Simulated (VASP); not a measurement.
Wanted: the native input for a VASP 6.6.1 run.

- Task: single point
- Functional: PBE
- Potentials or basis: VASP PAW PBE potentials, release 64 (Te, Mo_sv)
- Cutoff: 500 eV
- k mesh: 6 × 6 × 2
- Occupations: gaussian, width 0.01 eV
- Spin: no spin polarisation
- Dipole correction: no
- Further INCAR settings: ALGO = Normal; EDIFF = 1e-06; NBANDS = 35

The structure of Te2Mo lies in POSCAR:

```
Te2Mo
1.0
    3.5182000000      0.0000000000      0.0000000000
   -1.7591000000      3.0468505756      0.0000000000
    0.0000000000      0.0000000000     13.9736000000
Te Mo
4 2
Direct
    0.6666666667      0.3333333333      0.3790000000
    0.3333333333      0.6666666667      0.8790000000
    0.6666666667      0.3333333333      0.1210000000
    0.3333333333      0.6666666667      0.6210000000
    0.6666666667      0.3333333333      0.7500000000
    0.3333333333      0.6666666667      0.2500000000
```

These files were run (other wordings do the same):

INCAR

```
  PREC = Accurate
  ENCUT = 500
  EDIFF = 1E-6
  ISMEAR = 0
  SIGMA = 0.01
  LREAL = False
  LASPH = True
  NELM = 120
  ALGO = Normal
  ISIF = 2
  LWAVE = False
  LCHARG = True
  GGA = PE
  LELF = True
  LVHAR = True
  NBANDS = 35
  GGA_COMPAT = False
```

KPOINTS

```
Automatic mesh
0
Gamma
  6 6 2
```

Potentials or basis: VASP PAW PBE potentials, release 64 (Te, Mo_sv).

Command:

```sh
$ cat potpaw_PBE.64/Te/POTCAR potpaw_PBE.64/Mo_sv/POTCAR > POTCAR
$ mpirun -np 1 vasp_std > vasp.out
```

Results of the run:

- Pressure: 2.9 GPa
- Largest force: 0.193 eV/Å
- Band gap on the k mesh: 0.82 eV, indirect (least direct gap 1.04 eV)

Caveat: spin-orbit coupling is left out, which moves the levels of the heavy elements; this functional lacks dispersion, which binds the layers, so the pressure and a relaxed spacing across them are unreliable.

Run time: 110 s on 1 thread of Intel Xeon 6975P-C, on a shared host, peak memory 0.3 GiB.
